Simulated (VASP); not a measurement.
# PbF2 (R-3m) in VASP: notebook

Runs on PbF2. Level: PBE. Tasks: relaxation of shape and atoms at fixed volume.

All numbers are computed with VASP 6.6.1; they aren't measurements. Logs are shortened: lines on timing, memory, paths and dates and some standing lists are left out, and cuts for length are marked.

**1. The cell of the first run**

The typed cell holds 3 atoms: a = 4.341 Å, b = 4.341 Å, c = 4.341 Å, α = 59.97°, β = 59.97°, γ = 59.97°.

**2. Relaxation of shape and atoms at fixed volume, PBE (19.27 Å³/atom)**

File INCAR:

```
PREC = Accurate ; ENCUT = 600
EDIFF = 1E-6 ; ISMEAR = 0
SIGMA = 0.05 ; LREAL = False
LASPH = True ; NELM = 60
ALGO = Normal ; ISIF = 4
LWAVE = False ; LCHARG = False
GGA = PE ; IBRION = 2
NSW = 60 ; EDIFFG = -0.01
```

File KPOINTS:

```
regular mesh
0
Gamma
  10 10 10
```

File POSCAR:

```
PbF2
1.0
    2.1694642569      1.2525407727      3.5450816598
   -2.1694642569      1.2525407727      3.5450816598
    0.0000000000     -2.5050815455      3.5450816597
Pb F
1 2
Direct
    0.0000000000      0.0000000000      0.0000000000
    0.2499510902      0.2499510902      0.2499510902
    0.7500489098      0.7500489098      0.7500489098
```

Potentials or basis: VASP PAW PBE potentials, release 64 (Pb_d, F).

Launch:

```
$ cat potpaw_PBE.64/Pb_d/POTCAR potpaw_PBE.64/F/POTCAR > POTCAR
$ mpirun -np 1 vasp_std > vasp.out
```

OUTCAR:

```text
PREC = Accurate
   ENCUT = 600
   EDIFF = 1E-6
   ISMEAR = 0
   LREAL = False
   LASPH = True
   NELM = 60
   ISIF = 4
   GGA = PE
   IBRION = 2
   NSW = 60
   EDIFFG = -0.01

 ion  position               nearest neighbor table
   1  0.000  0.000  0.000-   3 2.66   2 2.66   3 2.66   3 2.66   2 2.66   2 2.66   3 2.66   2 2.66

   2  0.250  0.250  0.250-   1 2.66   1 2.66   1 2.66   1 2.66
   3  0.750  0.750  0.750-   1 2.66   1 2.66   1 2.66   1 2.66

  LATTYP: Found a trigonal (rhomboedric) cell.
 ALAT       =     4.3408567730
 COS(alpha) =     0.5004441130

  Lattice vectors:

 A1 = (   2.1694642569,   1.2525407727,   3.5450816598)
 A2 = (  -2.1694642569,   1.2525407727,   3.5450816598)
 A3 = (   0.0000000000,  -2.5050815455,   3.5450816597)

Analysis of symmetry for initial positions (statically):
=====================================================================
 Subroutine PRICEL returns:
 Original cell was already a primitive cell.

 Routine SETGRP: Setting up the symmetry group for a
 trigonal (rhombohedral) supercell.

 Subroutine GETGRP returns: Found 12 space group operations
 (whereof 12 operations were pure point group operations)
 out of a pool of 12 trial point group operations.

The static configuration has the point symmetry D_3d.

Analysis of symmetry for dynamics (positions and initial velocities):
=====================================================================
 Subroutine PRICEL returns:
 Original cell was already a primitive cell.

 Routine SETGRP: Setting up the symmetry group for a
 trigonal (rhombohedral) supercell.

 Subroutine GETGRP returns: Found 12 space group operations
 (whereof 12 operations were pure point group operations)
 out of a pool of 12 trial point group operations.

The dynamic configuration has the point symmetry D_3d.

 Subroutine INISYM returns: Found 12 space group operations
 (whereof 12 operations are pure point group operations),
 and found     1 'primitive' translations

----------------------------------------------------------------------------------------

                                     Primitive cell

  volume of cell :      57.7992

  direct lattice vectors                    reciprocal lattice vectors
     2.169464257  1.252540773  3.545081660     0.230471647  0.133062867  0.094026983
    -2.169464257  1.252540773  3.545081660    -0.230471647  0.133062867  0.094026983
[... 87 lines left out ...]
   EDIFF  = 0.1E-05   stopping-criterion for ELM
   LREAL  =      F    real-space projection
   EDIFFG = -.1E-01   stopping-criterion for IOM
   NSW    =     60    number of steps for IOM
   IBRION =      2    ionic relax: 0-MD 1-quasi-New 2-CG
   NFREE  =      1    steps in history (QN), initial steepest desc. (CG)
   ISIF   =      4    stress and relaxation
   ISYM   =      2    0-nonsym 1-usesym 2-fastsym
   POTIM  = 0.5000    time-step for ionic-motion
   TEBEG  =    0.0;   TEEND  =   0.0 temperature during run
   PSTRESS=    0.0 pullay stress
   NELECT =      28.0000    total number of electrons
   NUPDOWN=      -1.0000    fix difference up-down
   EMIN   =  10.00;   EMAX   =-10.00  energy-range for DOS
   EFERMI =   0.00;   METHOD = LEGACY
   ISMEAR =     0;   SIGMA  =   0.05  broadening in eV -4-tet -1-fermi 0-gaus
   EFERMI_NEDOS =   21; number of points for ismear=-14 and -15
   IALGO  =     38    algorithm
   IMIX   =      4    mixing-type and parameters
     AMIX     =   0.40;   BMIX     =  1.00
     AMIX_MAG =   1.60;   BMIX_MAG =  1.00
  volume/ion in A,a.u.               =      19.27       130.02
  Fermi-wavevector in a.u.,A,eV,Ry     =   1.285741  2.429699 22.492204  1.653130
  Thomas-Fermi vector in A             =   2.417857
   LORBIT       =      0    0 simple, 1 ext, 2 COOP (PROOUT), +10 PAW based schemes
   GGA     = PE    functional components
   LHFCALC =     F    Hartree Fock is set to
   AEXX    =    0.0000 exact exchange contribution
   IVDW    =     0    specifies the selected vdW correction
   LEPSILON=     F    determine dielectric tensor
   LRPA    =     F    only Hartree local field effects (RPA)
 conjugate gradient relaxation of ions
 non-spin polarized calculation
 Gauss-broadening in eV      SIGMA  =   0.05
  energy-cutoff  :      600.00
  volume of cell :       57.80
 maximum number of plane-waves:      1964
   NGX = 17   NGY = 17   NGZ = 17

 number of electron      27.9999990 magnetization

 Free energy of the ion-electron system (eV)
  ---------------------------------------------------
  ext. energy  EPLUGINS =         0.00000000
  ---------------------------------------------------
  free energy    TOTEN  =       -14.30754176 eV

  energy without entropy =      -14.30754176  energy(sigma->0) =      -14.30754176

 E-fermi :   0.9759     XC(G=0):  -8.8965

 val. band max:        0.7308974435   @ k =   0.5000   0.5000   0.5000
 cond. band min:       5.0980610163   @ k =   0.5000   0.5000   0.0000
 fundamental gap:      4.3671635728
 Fermi energy:         0.9758999030

 k-point     1 :       0.0000    0.0000    0.0000
  band No.  band energies     occupation
      1     -19.6257      2.00000
      2     -19.1689      2.00000
      3     -13.6868      2.00000
      4     -13.6867      2.00000
      5     -13.6867      2.00000
      6     -13.6655      2.00000
[... 481 lines left out ...]
      5     -13.6422      2.00000
      6     -13.6400      2.00000
[... 10 lines left out ...]
     17       8.0460      0.00000
     18      10.7869      0.00000

 [... further k-points ...]

------------------------ aborting loop because EDIFF is reached ----------------------------------------

  FORCE on cell =-STRESS in cart. coord.  units (eV):
  Direction    XX          YY          ZZ          XY          YZ          ZX
  --------------------------------------------------------------------------------------
  -------------------------------------------------------------------------------------
  Total       -1.4607565     -1.4607565     -1.4675249      0.0000000     -0.0000000      0.0000000
  in kB      -40.4917494    -40.4917494    -40.6793680      0.0000000     -0.0000000      0.0000000
  external PRESSURE =     -40.5542889 kB  Pullay stress =       0.0000000 kB

 VOLUME and BASIS-vectors are now :
 -----------------------------------------------------------------------------
  energy-cutoff  :      600.00
  volume of cell :       57.80
      direct lattice vectors                 reciprocal lattice vectors
     2.169464257  1.252540773  3.545081660     0.230471647  0.133062867  0.094026983
    -2.169464257  1.252540773  3.545081660    -0.230471647  0.133062867  0.094026983
     0.000000000 -2.505081545  3.545081660     0.000000000 -0.266125735  0.094026983

 POSITION                                       TOTAL-FORCE (eV/Angst)
 -----------------------------------------------------------------------------------
      0.00000      0.00000      0.00000         0.000000      0.000000      0.000000
      0.00000     -0.00000      2.65829         0.000000     -0.000000      0.000958
      0.00000     -0.00000      7.97695         0.000000      0.000000     -0.000958
 -----------------------------------------------------------------------------------
    total drift:                               -0.000000     -0.000000      0.000000

  FREE ENERGIE OF THE ION-ELECTRON SYSTEM (eV)
  ---------------------------------------------------
  free  energy   TOTEN  =       -14.3075417627 eV

  energy  without entropy=      -14.3075417627  energy(sigma->0) =      -14.30754176

 reached required accuracy - stopping structural energy minimisation
```

OSZICAR:

```text
N       E                     dE             d eps       ncg     rms          rms(c)
DAV:   1     0.321396690129E+03    0.32140E+03   -0.16116E+04  4176   0.191E+03
DAV:   2     0.142209900490E+02   -0.30718E+03   -0.29655E+03  4888   0.471E+02
DAV:   3    -0.155014254417E+02   -0.29722E+02   -0.29259E+02  4894   0.160E+02
DAV:   4    -0.164493694334E+02   -0.94794E+00   -0.94684E+00  4600   0.295E+01
DAV:   5    -0.164782223623E+02   -0.28853E-01   -0.28851E-01  4728   0.524E+00    0.822E+00
DAV:   6    -0.143423421502E+02    0.21359E+01   -0.11540E+01  5338   0.271E+01    0.299E+00
DAV:   7    -0.143205150788E+02    0.21827E-01   -0.54893E-01  4206   0.495E+00    0.164E+00
DAV:   8    -0.143081923920E+02    0.12323E-01   -0.12351E-01  4192   0.405E+00    0.483E-01
DAV:   9    -0.143063424874E+02    0.18499E-02   -0.22484E-02  4470   0.107E+00    0.116E-01
DAV:  10    -0.143075981668E+02   -0.12557E-02   -0.26031E-03  4182   0.635E-01    0.428E-02
DAV:  11    -0.143075348322E+02    0.63335E-04   -0.26285E-04  4506   0.201E-01    0.212E-02
DAV:  12    -0.143075426319E+02   -0.77997E-05   -0.97195E-05  4948   0.104E-01    0.114E-02
DAV:  13    -0.143075422899E+02    0.34201E-06   -0.33352E-05  4304   0.611E-02    0.662E-03
DAV:  14    -0.143075417627E+02    0.52715E-06   -0.38117E-06  3520   0.155E-02
   1 F= -.14307542E+02 E0= -.14307542E+02  d E =-.143075E+02
```

Wall time 53 s (1 thread of Intel Xeon 6975P-C (Granite Rapids), shared host); peak memory 0.29 GiB.

What came out:

```yaml
Free_energy: -14.3075 eV
Pressure_after_relaxing: -4.1 GPa
Band_gap_on_the_k_mesh: 4.37 eV (least direct gap 4.54 eV)
```

Final structure:
```cif
data_structure
_symmetry_space_group_name_H-M 'P 1'
_symmetry_Int_Tables_number 1
_cell_length_a 4.3409
_cell_length_b 4.3409
_cell_length_c 4.3409
_cell_angle_alpha 59.971
_cell_angle_beta 59.971
_cell_angle_gamma 59.971
_cell_volume 57.80
loop_
_atom_site_label
_atom_site_type_symbol
_atom_site_fract_x
_atom_site_fract_y
_atom_site_fract_z
_atom_site_occupancy
Pb1 Pb 0.00000 0.00000 0.00000 1
F1 F 0.24995 0.24995 0.24995 1
F2 F 0.75005 0.75005 0.75005 1
```

Caveat: spin-orbit coupling is left out, which moves the levels of the heavy elements. A k mesh can miss the band edges.

**3. Relaxation of shape and atoms at fixed volume, PBE (19.81 Å³/atom)**

This run uses another cell than the first one, of 19.81 Å³/atom.

File INCAR:

```
SYSTEM = PbF2
PREC = Accurate
ENCUT = 600
EDIFF = 1E-7
ISMEAR = 0
SIGMA = 0.05
LREAL = .FALSE.
LASPH = .TRUE.
NELM = 100
ALGO = Normal
ISIF = 4
LWAVE = .FALSE.
LCHARG = .FALSE.
GGA = PE
IBRION = 2
NSW = 60
EDIFFG = -0.01
```

File KPOINTS:

```
regular mesh
0
G
  10 10 10
  0 0 0
```

File POSCAR:

```
PbF2
1.0
    2.1895530319      1.2641390323      3.5779083577
   -2.1895530319      1.2641390323      3.5779083577
    0.0000000000     -2.5282780648      3.5779083576
Pb F
1 2
Direct
    0.0000000000      0.0000000000      0.0000000000
    0.2499510902      0.2499510902      0.2499510902
    0.7500489098      0.7500489098      0.7500489098
```

Potentials or basis: VASP PAW PBE potentials, release 64 (Pb_d, F).

Launch:

```
$ cat potpaw_PBE.64/Pb_d/POTCAR potpaw_PBE.64/F/POTCAR > POTCAR
$ mpirun -np 1 vasp_std > vasp.out
```

OUTCAR:

```text
SYSTEM = PbF2
   PREC = Accurate
   ENCUT = 600
   EDIFF = 1E-7
   ISMEAR = 0
   LREAL = .FALSE.
   LASPH = .TRUE.
   NELM = 100
   ISIF = 4
   GGA = PE
   IBRION = 2
   NSW = 60
   EDIFFG = -0.01

 ion  position               nearest neighbor table
   1  0.000  0.000  0.000-   3 2.68   2 2.68   3 2.68   3 2.68   2 2.68   2 2.68   3 2.68   2 2.68

   2  0.250  0.250  0.250-   1 2.68   1 2.68   1 2.68   1 2.68
   3  0.750  0.750  0.750-   1 2.68   1 2.68   1 2.68   1 2.68

[... 702 lines left out ...]
  FORCE on cell =-STRESS in cart. coord.  units (eV):
  Direction    XX          YY          ZZ          XY          YZ          ZX
  --------------------------------------------------------------------------------------
  -------------------------------------------------------------------------------------
  Total       -1.9565223     -1.9565223     -1.9625998      0.0000000     -0.0000000      0.0000000
  in kB      -52.7551199    -52.7551199    -52.9189919      0.0000000     -0.0000000      0.0000000
  external PRESSURE =     -52.8097439 kB  Pullay stress =       0.0000000 kB

 VOLUME and BASIS-vectors are now :
 -----------------------------------------------------------------------------
  energy-cutoff  :      600.00
  volume of cell :       59.42
      direct lattice vectors                 reciprocal lattice vectors
     2.189553032  1.264139032  3.577908358     0.228357109  0.131842038  0.093164302
    -2.189553032  1.264139032  3.577908358    -0.228357109  0.131842038  0.093164302
     0.000000000 -2.528278065  3.577908358     0.000000000 -0.263684077  0.093164302

 POSITION                                       TOTAL-FORCE (eV/Angst)
 -----------------------------------------------------------------------------------
      0.00000      0.00000      0.00000         0.000000      0.000000     -0.000000
      0.00000     -0.00000      2.68291         0.000000     -0.000000      0.001234
      0.00000     -0.00000      8.05082         0.000000      0.000000     -0.001234
 -----------------------------------------------------------------------------------
    total drift:                               -0.000000     -0.000000      0.000000

  FREE ENERGIE OF THE ION-ELECTRON SYSTEM (eV)
  ---------------------------------------------------
  free  energy   TOTEN  =       -14.2630118257 eV

  energy  without entropy=      -14.2630118257  energy(sigma->0) =      -14.26301183

 reached required accuracy - stopping structural energy minimisation
```

It took 53 s on 1 thread of Intel Xeon 6975P-C (Granite Rapids), shared host; peak memory 0.29 GiB.

Results:

| Item | Value |
| --- | --- |
| Free energy | -14.2630 eV |
| Pressure after relaxing | -5.3 GPa |
| Band gap on the k mesh | 4.34 eV (least direct gap 4.52 eV) |

Final structure:
```
CELL_PARAMETERS angstrom
2.18955 1.26414 3.57791
-2.18955 1.26414 3.57791
0.00000 -2.52828 3.57791
ATOMIC_POSITIONS crystal
Pb 0.00000 0.00000 0.00000
F 0.24995 0.24995 0.24995
F 0.75005 0.75005 0.75005
```

Caveat: spin-orbit coupling is left out, which moves the levels of the heavy elements.
